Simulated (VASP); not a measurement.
# SiO2 (P4_12_12) in VASP: further runs

SiO2 is run at these levels: LDA; tasks: relaxation of cell and atoms, single point.

Program: VASP 6.6.1. These are calculated values, not measurements. Logs are shortened: lines on timing, memory, paths and dates and some standing lists are left out, and cuts for length are marked.

**1. The cell of the first run**

It takes space group P4_12_12 (No. 92, tetragonal). Conventional cell: a = 4.988 Å, b = 4.988 Å, c = 6.970 Å, α = 90.00°, β = 90.00°, γ = 90.00°. Si (site symmetry 2) has 4 O at 1.59 to 1.60 Å within 2.1 Å. O (site symmetry 1) has 2 Si at 1.59 to 1.60 Å within 2.1 Å.

**2. Relaxation of cell and atoms, LDA**

INCAR

```
SYSTEM = SiO2
  PREC = Accurate
  ENCUT = 600
  EDIFF = 1E-7
  ISMEAR = 0
  SIGMA = 0.02
  LREAL = .FALSE.
  LASPH = .TRUE.
  NELM = 120
  ALGO = Normal
  ISIF = 3
  LWAVE = .FALSE.
  LCHARG = .FALSE.
  IBRION = 2
  NSW = 100
  EDIFFG = -0.002
  GGA_COMPAT = .FALSE.
  NELMIN = 4
```

KPOINTS

```
regular mesh
0
G
  6 6 6
  0 0 0
```

POSCAR

```
SiO2
1.0
    4.9877000000      0.0000000000      0.0000000000
    0.0000000000      4.9877000000      0.0000000000
    0.0000000000      0.0000000000      6.9697000000
Si O
4 8
Direct
    0.2949000000      0.2949000000      0.0000000000
    0.2051000000      0.7949000000      0.2500000000
    0.7051000000      0.7051000000      0.5000000000
    0.7949000000      0.2051000000      0.7500000000
    0.2416000000      0.0968000000      0.1747000000
    0.4032000000      0.7416000000      0.4247000000
    0.7584000000      0.9032000000      0.6747000000
    0.5968000000      0.2584000000      0.9247000000
    0.7416000000      0.4032000000      0.5753000000
    0.9032000000      0.7584000000      0.3253000000
    0.2584000000      0.5968000000      0.0753000000
    0.0968000000      0.2416000000      0.8253000000
```

Potentials or basis: VASP PAW LDA potentials, release 64 (Si, O).

The run is started by

```
> cat potpaw_LDA.64/Si/POTCAR potpaw_LDA.64/O/POTCAR > POTCAR
> mpirun -np 1 vasp_std > vasp.out
```

OUTCAR:

```text
SYSTEM = SiO2
   PREC = Accurate
   ENCUT = 600
   EDIFF = 1E-7
   ISMEAR = 0
   LREAL = .FALSE.
   LASPH = .TRUE.
   NELM = 120
   ISIF = 3
   IBRION = 2
   NSW = 100
   EDIFFG = -0.002
   NELMIN = 4

 ion  position               nearest neighbor table
   1  0.295  0.295  0.000-   5 1.59  12 1.59  11 1.60   8 1.60   2 3.08   4 3.08   2 3.08   4 3.08

   2  0.205  0.795  0.250-   6 1.59  11 1.59  10 1.60   5 1.60   1 3.08   3 3.08   1 3.08   3 3.08

   3  0.705  0.705  0.500-   7 1.59  10 1.59   9 1.60   6 1.60   2 3.08   4 3.08   4 3.08   2 3.08

   4  0.795  0.205  0.750-   8 1.59   9 1.59   7 1.60  12 1.60   1 3.08   3 3.08   3 3.08   1 3.08

   5  0.242  0.097  0.175-   1 1.59   2 1.60
   6  0.403  0.742  0.425-   2 1.59   3 1.60
   7  0.758  0.903  0.675-   3 1.59   4 1.60
   8  0.597  0.258  0.925-   4 1.59   1 1.60
   9  0.742  0.403  0.575-   4 1.59   3 1.60
  10  0.903  0.758  0.325-   3 1.59   2 1.60
  11  0.258  0.597  0.075-   2 1.59   1 1.60
  12  0.097  0.242  0.825-   1 1.59   4 1.60

  LATTYP: Found a simple tetragonal cell.
 ALAT       =     4.9877000000
 C/A-ratio  =     1.3973775488

  Lattice vectors:

 A1 = (   4.9877000000,   0.0000000000,   0.0000000000)
 A2 = (   0.0000000000,   4.9877000000,   0.0000000000)
 A3 = (   0.0000000000,   0.0000000000,   6.9697000000)

Analysis of symmetry for initial positions (statically):
=====================================================================
 Subroutine PRICEL returns:
 Original cell was already a primitive cell.

 Routine SETGRP: Setting up the symmetry group for a
 simple tetragonal supercell.

 Subroutine GETGRP returns: Found  8 space group operations
 (whereof  2 operations were pure point group operations)
 out of a pool of 16 trial point group operations.

The static configuration has the point symmetry C_2 .
 The point group associated with its full space group is D_4 .

Analysis of symmetry for dynamics (positions and initial velocities):
=====================================================================
 Subroutine PRICEL returns:
 Original cell was already a primitive cell.

 Routine SETGRP: Setting up the symmetry group for a
 simple tetragonal supercell.

 Subroutine GETGRP returns: Found  8 space group operations
 (whereof  2 operations were pure point group operations)
 out of a pool of 16 trial point group operations.

The dynamic configuration has the point symmetry C_2 .
 The point group associated with its full space group is D_4 .

 Subroutine INISYM returns: Found  8 space group operations
 (whereof  2 operations are pure point group operations),
 and found     1 'primitive' translations

----------------------------------------------------------------------------------------

                                     Primitive cell

  volume of cell :     173.3863

  direct lattice vectors                    reciprocal lattice vectors
     4.987700000  0.000000000  0.000000000     0.200493213  0.000000000  0.000000000
     0.000000000  4.987700000  0.000000000     0.000000000  0.200493213  0.000000000
     0.000000000  0.000000000  6.969700000     0.000000000  0.000000000  0.143478198

  length of vectors
     4.987700000  4.987700000  6.969700000     0.200493213  0.200493213  0.143478198

  position of ions in fractional coordinates (direct lattice)
     0.294900000  0.294900000  0.000000000
     0.205100000  0.794900000  0.250000000
     0.705100000  0.705100000  0.500000000
     0.794900000  0.205100000  0.750000000
     0.241600000  0.096800000  0.174700000
     0.403200000  0.741600000  0.424700000
     0.758400000  0.903200000  0.674700000
     0.596800000  0.258400000  0.924700000
     0.741600000  0.403200000  0.575300000
     0.903200000  0.758400000  0.325300000
     0.258400000  0.596800000  0.075300000
     0.096800000  0.241600000  0.825300000

  ion indices of the primitive-cell ions
   primitive index   ion index
                 1           1
                 2           2
                 3           3
                 4           4
                 5           5
                 6           6
                 7           7
                 8           8
                 9           9
                10          10
                11          11
                12          12

----------------------------------------------------------------------------------------

 KPOINTS: regular mesh

Automatic generation of k-mesh.
 Grid dimensions read from file:
 generate k-points for:    6    6    6

 Generating k-lattice:

  Cartesian coordinates                     Fractional coordinates (reciprocal lattice)
     0.033415536  0.000000000  0.000000000     0.166666667  0.000000000  0.000000000
     0.000000000  0.033415536  0.000000000     0.000000000  0.166666667  0.000000000
     0.000000000  0.000000000  0.023913033     0.000000000  0.000000000  0.166666667

  Length of vectors
     0.033415536  0.033415536  0.023913033

  Shift w.r.t. Gamma in fractional coordinates (k-lattice)
     0.000000000  0.000000000  0.000000000

 Subroutine IBZKPT returns following result:
 ===========================================

 Found     40 irreducible k-points:

 Following reciprocal coordinates:
            Coordinates               Weight
  0.000000  0.000000  0.000000      1.000000
  0.166667  0.000000  0.000000      4.000000
  0.333333  0.000000  0.000000      4.000000
  0.500000  0.000000  0.000000      2.000000
  0.166667  0.166667  0.000000      4.000000
  0.333333  0.166667  0.000000      8.000000
[... 16 lines left out ...]
  0.333333  0.000000  0.333333      8.000000
  0.500000  0.000000  0.333333      4.000000
 [... further k-points ...]
   k-points           NKPTS =     40   k-points in BZ     NKDIM =     40   number of bands    NBANDS=     39
   number of dos      NEDOS =    301   number of ions     NIONS =     12
   total plane-waves  NPLWV =  89600
   dimension x,y,z NGX =    40 NGY =   40 NGZ =   56
   dimension x,y,z NGXF=    80 NGYF=   80 NGZF=  112
   ions per type =               4   8
   NGX,Y,Z   is equivalent  to a cutoff of  13.33, 13.33, 13.36 a.u.
   NGXF,Y,Z  is equivalent  to a cutoff of  26.66, 26.66, 26.71 a.u.
 SYSTEM =  SiO2
   PREC   = accura    normal or accurate (medium, high low for compatibility)
   ISTART =      0    job   : 0-new  1-cont  2-samecut
   ICHARG =      2    charge: 1-file 2-atom 10-const
   ISPIN  =      1    spin polarized calculation?
   LNONCOLLINEAR =      F non collinear calculations
   LSORBIT =      F    spin-orbit coupling
   LASPH  =      T    aspherical Exc in radial PAW
   ENCUT  =  600.0 eV  44.10 Ry    6.64 a.u.   9.96  9.96 13.92*2*pi/ulx,y,z
   NELM   =    120;   NELMIN=  4; NELMDL= -5     # of ELM steps
   EDIFF  = 0.1E-06   stopping-criterion for ELM
   LREAL  =      F    real-space projection
   EDIFFG = -.2E-02   stopping-criterion for IOM
   NSW    =    100    number of steps for IOM
   IBRION =      2    ionic relax: 0-MD 1-quasi-New 2-CG
   NFREE  =      1    steps in history (QN), initial steepest desc. (CG)
   ISIF   =      3    stress and relaxation
   ISYM   =      2    0-nonsym 1-usesym 2-fastsym
   POTIM  = 0.5000    time-step for ionic-motion
   TEBEG  =    0.0;   TEEND  =   0.0 temperature during run
   PSTRESS=    0.0 pullay stress
   NELECT =      64.0000    total number of electrons
   NUPDOWN=      -1.0000    fix difference up-down
   EMIN   =  10.00;   EMAX   =-10.00  energy-range for DOS
   EFERMI =   0.00;   METHOD = LEGACY
   ISMEAR =     0;   SIGMA  =   0.02  broadening in eV -4-tet -1-fermi 0-gaus
   EFERMI_NEDOS =   21; number of points for ismear=-14 and -15
   IALGO  =     38    algorithm
   IMIX   =      4    mixing-type and parameters
     AMIX     =   0.40;   BMIX     =  1.00
     AMIX_MAG =   1.60;   BMIX_MAG =  1.00
  volume/ion in A,a.u.               =      14.45        97.51
  Fermi-wavevector in a.u.,A,eV,Ry     =   1.174347  2.219195 18.763682  1.379092
  Thomas-Fermi vector in A             =   2.310746
   LORBIT       =      0    0 simple, 1 ext, 2 COOP (PROOUT), +10 PAW based schemes
   GGA     = CA    functional components
   LHFCALC =     F    Hartree Fock is set to
   AEXX    =    0.0000 exact exchange contribution
   IVDW    =     0    specifies the selected vdW correction
   LEPSILON=     F    determine dielectric tensor
   LRPA    =     F    only Hartree local field effects (RPA)
 conjugate gradient relaxation of ions
 non-spin polarized calculation
 Gauss-broadening in eV      SIGMA  =   0.02
  energy-cutoff  :      600.00
  volume of cell :      173.39
 maximum number of plane-waves:      5816
 NGX is ok and might be reduce to    40
   NGX = 19   NGY = 19   NGZ = 27

--------------------------------------- Ionic step        1  -------------------------------------------

 number of electron      64.0000018 magnetization

 Free energy of the ion-electron system (eV)
  ---------------------------------------------------
  ext. energy  EPLUGINS =         0.00000000
  ---------------------------------------------------
  free energy    TOTEN  =      -103.73394378 eV

  energy without entropy =     -103.73394378  energy(sigma->0) =     -103.73394378

------------------------ aborting loop because EDIFF is reached ----------------------------------------

  FORCE on cell =-STRESS in cart. coord.  units (eV):
  Direction    XX          YY          ZZ          XY          YZ          ZX
  --------------------------------------------------------------------------------------
  -------------------------------------------------------------------------------------
  Total        2.5833332      2.5833332      4.5159408      0.0000000      0.0000000      0.0000000
  in kB       23.8713111     23.8713111     41.7295877      0.0000000      0.0000000      0.0000000
  external PRESSURE =      29.8240700 kB  Pullay stress =       0.0000000 kB
[... 119 lines left out ...]
  FREE ENERGIE OF THE ION-ELECTRON SYSTEM (eV)
  ---------------------------------------------------
  free  energy   TOTEN  =      -103.7701224870 eV

  energy  without entropy=     -103.7701224870  energy(sigma->0) =     -103.77012249

 E-fermi :  -0.0174     XC(G=0):  -8.9910

 val. band max:       -0.1196336962   @ k =   0.0000   0.0000   0.0000
 cond. band min:       5.3961791836   @ k =   0.0000   0.0000   0.0000
 fundamental gap:      5.5158128798
 Fermi energy:        -0.0173914352

 k-point     1 :       0.0000    0.0000    0.0000
  band No.  band energies     occupation
      1     -19.3819      2.00000
      2     -18.4440      2.00000
      3     -18.4440      2.00000
      4     -17.2161      2.00000
      5     -17.1944      2.00000
      6     -17.1609      2.00000
[... 997 lines left out ...]
     38       8.9671      0.00000
     39       9.8221      0.00000

 [... further k-points ...]

[... ionic steps 4 to 51 ...]

--------------------------------------- Ionic step       52  -------------------------------------------

 number of electron      64.0000000 magnetization

------------------------ aborting loop because EDIFF is reached ----------------------------------------
[... 87 lines left out ...]
--------------------------------------- Ionic step       54  -------------------------------------------

 number of electron      64.0000000 magnetization

 Free energy of the ion-electron system (eV)
  ---------------------------------------------------
  ext. energy  EPLUGINS =         0.00000000
  ---------------------------------------------------
  free energy    TOTEN  =      -103.79601282 eV

  energy without entropy =     -103.79601282  energy(sigma->0) =     -103.79601282

 E-fermi :   0.2208     XC(G=0):  -9.2043

 val. band max:        0.1191381290   @ k =   0.0000   0.0000   0.0000
 cond. band min:       5.6867530766   @ k =   0.0000   0.0000   0.0000
 fundamental gap:      5.5676149477
 Fermi energy:         0.2207963114

 k-point     1 :       0.0000    0.0000    0.0000
  band No.  band energies     occupation
      1     -19.1496      2.00000
      2     -18.1972      2.00000
      3     -18.1972      2.00000
      4     -16.9745      2.00000
      5     -16.9143      2.00000
      6     -16.9066      2.00000
[... 1038 lines left out ...]
  FREE ENERGIE OF THE ION-ELECTRON SYSTEM (eV)
  ---------------------------------------------------
  free  energy   TOTEN  =      -103.7960128170 eV

  energy  without entropy=     -103.7960128170  energy(sigma->0) =     -103.79601282

 reached required accuracy - stopping structural energy minimisation
```

It took 1.9 h on 1 thread of Intel Xeon Platinum 8488C (Sapphire Rapids), shared host; peak memory 0.37 GiB.

Results:

* Free energy: -103.7960 eV
* Relaxed volume: 13.83 Å³/atom
* Relaxed cell: a = 4.928 Å, b = 4.928 Å, c = 6.833 Å, α = 90.00°, β = 90.00°, γ = 90.00°
* Space group after relaxing (to 0.1 Å): P4_12_12 (No. 92)
* Energy gained by relaxing: 5.2 meV/atom
* Ionic steps: 54
* Pressure after relaxing: 0.0 GPa
* Band gap on the k mesh: 5.57 eV

The path:
```
step  energy change (eV)  largest force (eV/Å)  pressure (GPa)  volume (Å³)
   1              0.0000                0.4938            2.98       173.39
   3             -0.0362                0.1842            0.80       175.29
   5             -0.0404                0.0353           -0.12       176.13
   7             -0.0411                0.0821            0.12       175.82
   9             -0.0418                0.0427            0.17       175.70
  11             -0.0421                0.0555            0.21       175.56
  13             -0.0428                0.0322           -0.21       175.74
  15             -0.0442                0.0385           -0.17       175.31
  17             -0.0481                0.1500           -0.02       173.36
  19             -0.0487                0.2318            0.06       172.18
  21             -0.0493                0.2209            0.05       172.02
  23             -0.0513                0.1721            0.05       171.29
  25             -0.0513                0.2015           -0.03       168.39
  27             -0.0533                0.0903            0.02       169.75
  29             -0.0562                0.0796           -0.03       169.12
  31             -0.0613                0.0584           -0.29       166.58
  33             -0.0617                0.0141           -0.10       166.25
  35             -0.0618                0.0135            0.05       166.08
  37             -0.0620                0.0162            0.02       166.00
  39             -0.0620                0.0114            0.00       166.02
  41             -0.0621                0.0045           -0.04       166.04
  43             -0.0621                0.0065            0.03       165.97
  45             -0.0621                0.0022            0.00       166.01
  47             -0.0621                0.0031            0.00       165.99
  49             -0.0621                0.0028            0.00       165.98
  51             -0.0621                0.0029            0.01       165.93
  53             -0.0621                0.0021           -0.02       165.94
  54             -0.0621                0.0018           -0.01       165.93
```

Final structure:
```
CELL_PARAMETERS angstrom
4.92771 0.00000 0.00000
0.00000 4.92771 0.00000
0.00000 0.00000 6.83334
ATOMIC_POSITIONS crystal
Si 0.30707 0.30707 0.00000
Si 0.19293 0.80707 0.25000
Si 0.69293 0.69293 0.50000
Si 0.80707 0.19293 0.75000
O 0.23638 0.11807 0.18543
O 0.38193 0.73638 0.43543
O 0.76362 0.88193 0.68543
O 0.61807 0.26362 0.93543
O 0.73638 0.38193 0.56457
O 0.88193 0.76362 0.31457
O 0.26362 0.61807 0.06457
O 0.11807 0.23638 0.81457
```

[end of part 1 of 2]
